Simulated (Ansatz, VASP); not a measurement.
## NaH: VASP beside Ansatz

Contents of INCAR:

```
SYSTEM = NaH
PREC = Accurate
ENCUT = 520
EDIFF = 1E-6
ISMEAR = -1
SIGMA = 0.05
LREAL = .FALSE.
LASPH = .TRUE.
NELM = 80
ALGO = Normal
ISIF = 2
LWAVE = .FALSE.
LCHARG = .TRUE.
GGA = PS
LELF = .TRUE.
LVHAR = .TRUE.
NBANDS = 11
```

The input KPOINTS:

```
regular mesh
0
G
  9 9 9
  0 0 0
```

POSCAR

```
NaH
1.0
    0.0000000000      2.3901901053      2.3901901053
    2.3901901053      0.0000000000      2.3901901053
    2.3901901053      2.3901901053      0.0000000000
Na H
1 1
Direct
    0.0000000000      0.0000000000      0.0000000000
    0.5000000000      0.5000000000      0.5000000000
```

input.yaml

```yaml
crystal:
  lattice:
    - [0.0, 2.3901901053, 2.3901901053]
    - [2.3901901053, 0.0, 2.3901901053]
    - [2.3901901053, 2.3901901053, 0.0]
  atoms:
    - { symbol: Na, position: [0.0, 0.0, 0.0] }
    - { symbol: H, position: [0.5, 0.5, 0.5] }
kpoints:
  mp_grid: { grid: [9, 9, 9] }
scf:
  occupations: { method: fermi_dirac, width: 0.05 }
hamiltonian:
  xc: pbesol
  pseudopotentials: { kind: all_electron, lapw: { basis_error: 0.0005 } }
output:
  forces: true
  stress: true
  eigenvalues: true
```

Change from the starting cell: volume scaled by 0.94.

Alike in both runs: task single point; functional PBEsol; k mesh 9 × 9 × 9; occupations fermi-dirac, width 0.05 eV; no spin polarisation.

```csv
,VASP,Ansatz
version,VASP 6.6.1,Ansatz 0.2.0
potentials or method,"VASP PAW PBE potentials, release 64 (Na_pv, H), cutoff 520 eV","all-electron LAPW, scalar-relativistic"
```

```tsv
	VASP	Ansatz	Ansatz less VASP
gap on the k mesh at the Fermi level (eV)	3.93	3.93	+0.002
least direct gap on the mesh (eV)	4.68	4.68	+0.002
pressure (GPa)	0.2	0.2	+0.02
```

VASP's potentials were made for PBE, not for PBEsol. Ansatz ran all-electron here, and VASP with PAW potentials.
